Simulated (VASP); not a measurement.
# Sb (R-3m) in VASP: relaxation of shape and atoms at fixed volume with r2SCAN

Aim: the relaxation of shape and atoms at fixed volume of Sb with r2SCAN.

Program: VASP 6.6.1. These are calculated values, not measurements. Logs are shortened: lines on timing, memory, paths and dates and some standing lists are left out, and cuts for length are marked.

**1. The cell of the first run**

Symmetry: R-3m, No. 166, trigonal system. Conventional cell: a = 4.341 Å, b = 4.341 Å, c = 11.743 Å, α = 90.00°, β = 90.00°, γ = 120.00°. Sb (site symmetry 3m) has 6 Sb at 2.92 to 3.48 Å within 3.8 Å.

**2. Relaxation of shape and atoms at fixed volume, r2SCAN (31.94 Å³/atom)**

Contents of POSCAR:

```
Sb
1.0
    2.1703449345      1.2530492322      3.9144299537
   -2.1703449345      1.2530492322      3.9144299537
    0.0000000000     -2.5060984643      3.9144299537
Sb
2
Direct
    0.2305470752      0.2305470752      0.2305470752
    0.7694529248      0.7694529248      0.7694529248
```

Contents of INCAR.step1:

```
SYSTEM = Sb
PREC = Accurate
ENCUT = 550
ISMEAR = 0
SIGMA = 0.05
LREAL = .FALSE.
LASPH = .TRUE.
NELM = 120
GGA = PE
ALGO = Normal
EDIFF = 1E-5
LWAVE = .TRUE.
LCHARG = .FALSE.
GGA_COMPAT = .FALSE.
IBRION = 2
ISIF = 3
EDIFFG = -0.005
NELMIN = 4
NSW = 100
```

Contents of INCAR.step2:

```
SYSTEM = Sb
PREC = Accurate
ENCUT = 550
EDIFF = 1E-7
ISMEAR = 0
SIGMA = 0.05
LREAL = .FALSE.
LASPH = .TRUE.
NELM = 120
ALGO = Normal
ISIF = 4
LWAVE = .FALSE.
LCHARG = .FALSE.
METAGGA = R2SCAN
LMIXTAU = .TRUE.
IBRION = 2
NSW = 60
EDIFFG = -0.01
ISTART = 1
GGA_COMPAT = .FALSE.
NELMIN = 4
```

Contents of KPOINTS:

```
regular mesh
0
G
  12 12 12
  0 0 0
```

Potentials or basis: VASP PAW PBE potentials, release 64 (Sb).

The run is started by

```bash
$ cat potpaw_PBE.64/Sb/POTCAR > POTCAR
$ cp INCAR.step1 INCAR
$ mpirun -np 1 vasp_std > vasp.out
$ cp INCAR.step2 INCAR
$ mpirun -np 1 vasp_std > vasp.out
```

OUTCAR:

```text
SYSTEM = Sb
   PREC = Accurate
   ENCUT = 550
   EDIFF = 1E-7
   ISMEAR = 0
   LREAL = .FALSE.
   LASPH = .TRUE.
   NELM = 120
   ISIF = 4
   METAGGA = R2SCAN
   IBRION = 2
   NSW = 60
   EDIFFG = -0.01
   ISTART = 1
   NELMIN = 4

 ion  position               nearest neighbor table
   1  0.231  0.231  0.231-   2 2.92   2 2.92   2 2.92   2 3.48   2 3.48   2 3.48
   2  0.769  0.769  0.769-   1 2.92   1 2.92   1 2.92   1 3.48   1 3.48   1 3.48

  LATTYP: Found a trigonal (rhomboedric) cell.
 ALAT       =     4.6479340976
 COS(alpha) =     0.5639185666

  Lattice vectors:

 A1 = (   2.1703449345,   1.2530492322,   3.9144299537)
 A2 = (  -2.1703449345,   1.2530492322,   3.9144299537)
 A3 = (   0.0000000000,  -2.5060984643,   3.9144299537)

Analysis of symmetry for initial positions (statically):
=====================================================================
 Subroutine PRICEL returns:
 Original cell was already a primitive cell.

 Routine SETGRP: Setting up the symmetry group for a
 trigonal (rhombohedral) supercell.

 Subroutine GETGRP returns: Found 12 space group operations
 (whereof 12 operations were pure point group operations)
 out of a pool of 12 trial point group operations.

The static configuration has the point symmetry D_3d.

Analysis of symmetry for dynamics (positions and initial velocities):
=====================================================================
 Subroutine PRICEL returns:
 Original cell was already a primitive cell.

 Routine SETGRP: Setting up the symmetry group for a
 trigonal (rhombohedral) supercell.

 Subroutine GETGRP returns: Found 12 space group operations
 (whereof 12 operations were pure point group operations)
 out of a pool of 12 trial point group operations.

The dynamic configuration has the point symmetry D_3d.

 Subroutine INISYM returns: Found 12 space group operations
 (whereof 12 operations are pure point group operations),
 and found     1 'primitive' translations

----------------------------------------------------------------------------------------

                                     Primitive cell

  volume of cell :      63.8729

  direct lattice vectors                    reciprocal lattice vectors
[... 94 lines left out ...]
   ISYM   =      2    0-nonsym 1-usesym 2-fastsym
   POTIM  = 0.5000    time-step for ionic-motion
   TEBEG  =    0.0;   TEEND  =   0.0 temperature during run
   PSTRESS=    0.0 pullay stress
   NELECT =      10.0000    total number of electrons
   NUPDOWN=      -1.0000    fix difference up-down
   EMIN   =  10.00;   EMAX   =-10.00  energy-range for DOS
   EFERMI =   0.00;   METHOD = LEGACY
   ISMEAR =     0;   SIGMA  =   0.05  broadening in eV -4-tet -1-fermi 0-gaus
   EFERMI_NEDOS =   21; number of points for ismear=-14 and -15
   IALGO  =     38    algorithm
   IMIX   =      4    mixing-type and parameters
     AMIX     =   0.40;   BMIX     =  1.00
     AMIX_MAG =   1.60;   BMIX_MAG =  1.00
  volume/ion in A,a.u.               =      31.94       215.52
  Fermi-wavevector in a.u.,A,eV,Ry     =   0.882340  1.667381 10.592459  0.778524
  Thomas-Fermi vector in A             =   2.002958
   LORBIT       =      0    0 simple, 1 ext, 2 COOP (PROOUT), +10 PAW based schemes
   METAGGA = R2SCAN    functional components
   LHFCALC =     F    Hartree Fock is set to
   AEXX    =    0.0000 exact exchange contribution
   IVDW    =     0    specifies the selected vdW correction
   LEPSILON=     F    determine dielectric tensor
   LRPA    =     F    only Hartree local field effects (RPA)
 conjugate gradient relaxation of ions
 non-spin polarized calculation
 Gauss-broadening in eV      SIGMA  =   0.05
  energy-cutoff  :      550.00
  volume of cell :       63.87
 maximum number of plane-waves:      1896
   NGX = 17   NGY = 17   NGZ = 17

--------------------------------------- Ionic step        1  -------------------------------------------

 number of electron      10.0000000 magnetization

 Free energy of the ion-electron system (eV)
  ---------------------------------------------------
  ext. energy  EPLUGINS =         0.00000000
  ---------------------------------------------------
  free energy    TOTEN  =       -51.39151314 eV

  energy without entropy =      -51.39125292  energy(sigma->0) =      -51.39138303

------------------------ aborting loop because EDIFF is reached ----------------------------------------

  FORCE on cell =-STRESS in cart. coord.  units (eV):
  Direction    XX          YY          ZZ          XY          YZ          ZX
  --------------------------------------------------------------------------------------
  -------------------------------------------------------------------------------------
  Total       -0.0162247     -0.0162247     -0.0750242      0.0000000     -0.0000000      0.0000000
  in kB       -0.4069780     -0.4069780     -1.8818943      0.0000000     -0.0000000      0.0000000
  external PRESSURE =      -0.8986168 kB  Pullay stress =       0.0000000 kB
[... 167 lines left out ...]
--------------------------------------- Ionic step        6  -------------------------------------------

 number of electron      10.0000000 magnetization

 Free energy of the ion-electron system (eV)
  ---------------------------------------------------
  ext. energy  EPLUGINS =         0.00000000
  ---------------------------------------------------
  free energy    TOTEN  =       -51.39230847 eV

  energy without entropy =      -51.39207963  energy(sigma->0) =      -51.39219405

 E-fermi :   6.6072     XC(G=0):  -9.7278

 val. band max:        6.5964861891   @ k =   0.3333   0.1667   0.1667
 cond. band min:       6.6463050363   @ k =   0.4167   0.0833   0.0833
 fundamental gap:      0.0498188472
 Fermi energy:         6.6072326424

 k-point     1 :       0.0000    0.0000    0.0000
  band No.  band energies     occupation
      1      -6.3998      2.00000
      2       1.4623      2.00000
      3       4.3628      2.00000
      4       4.6930      2.00000
      5       4.6930      2.00000
      6       8.4710      0.00000
      7       9.1959      0.00000
      8       9.1959      0.00000
      9      12.1869      0.00000
[... 265 lines left out ...]
 k-point    24 :      -0.4167    0.1667   -0.0000
  band No.  band energies     occupation
      1      -3.9076      2.00000
      2      -3.0915      2.00000
      3       2.7718      2.00000
      4       4.1392      2.00000
      5       4.8624      2.00000
      6       7.6109      0.00000
      7       7.8950      0.00000
      8       9.6590      0.00000
      9      13.3680      0.00000

 [... further k-points ...]
[... 5 lines left out ...]
  --------------------------------------------------------------------------------------
  -------------------------------------------------------------------------------------
  Total       -0.1670412     -0.1670412     -0.1667185      0.0000000     -0.0000000     -0.0000000
  in kB       -4.1900341     -4.1900341     -4.1819398      0.0000000     -0.0000000     -0.0000000
  external PRESSURE =      -4.1873360 kB  Pullay stress =       0.0000000 kB
[... 17 lines left out ...]
  FREE ENERGIE OF THE ION-ELECTRON SYSTEM (eV)
  ---------------------------------------------------
  free  energy   TOTEN  =       -51.3923084664 eV

  energy  without entropy=      -51.3920796266  energy(sigma->0) =      -51.39219405

 reached required accuracy - stopping structural energy minimisation
```

Run time: 15 min. Hardware: 1 thread of Intel Xeon 6975P-C (Granite Rapids), shared host; peak memory 0.3 GiB.

What came out:

```
Free energy               : -51.3923 eV
Energy gained by relaxing : 0.4 meV/atom
Ionic steps               : 6
Pressure after relaxing   : -0.4 GPa
Band gap on the k mesh    : zero (bands 5 and 6 overlap by 0.12 eV)
```

Step by step:
```tsv
step	energy change (eV)	largest force (eV/Å)	pressure (GPa)	volume (Å³)
1	0.0000	0.0780	-0.09	63.87
2	-0.0005	0.0370	-0.22	63.87
3	-0.0007	0.0198	-0.39	63.87
4	-0.0007	0.0087	-0.36	63.87
5	-0.0008	0.0048	-0.38	63.87
6	-0.0008	0.0002	-0.42	63.87
```

Final structure:
```cif
data_structure
_symmetry_space_group_name_H-M 'P 1'
_symmetry_Int_Tables_number 1
_cell_length_a 4.6333
_cell_length_b 4.6333
_cell_length_c 4.6333
_cell_angle_alpha 56.034
_cell_angle_beta 56.034
_cell_angle_gamma 56.034
_cell_volume 63.87
loop_
_atom_site_label
_atom_site_type_symbol
_atom_site_fract_x
_atom_site_fract_y
_atom_site_fract_z
_atom_site_occupancy
Sb1 Sb 0.23126 0.23126 0.23126 1
Sb2 Sb 0.76874 0.76874 0.76874 1
```

Levels at points of the mesh, in eV from the Fermi level:
| k point | band 3 | band 4 | band 5 | band 6 | band 7 | band 8 |
| --- | --- | --- | --- | --- | --- | --- |
| (0.00, 0.00, 0.00) | -2.24 | -1.91 | -1.91 | 1.86 | 2.59 | 2.59 |
| (0.50, 0.00, 0.00) | -2.23 | -2.15 | -0.36 | -0.13 | 0.32 | 0.75 |
| (0.50, 0.50, 0.00) | -5.34 | -3.79 | -3.70 | 1.72 | 4.81 | 5.71 |
| (0.50, 0.50, 0.50) | -1.48 | -1.48 | -0.43 | 0.30 | 0.30 | 1.32 |

Caveat: the PAW data sets were made with another functional, which shifts forces and pressure a little; spin-orbit coupling is left out, which moves the levels of the heavy elements.

The gap in the log of VASP goes by the Fermi energy; the results here count the filled bands.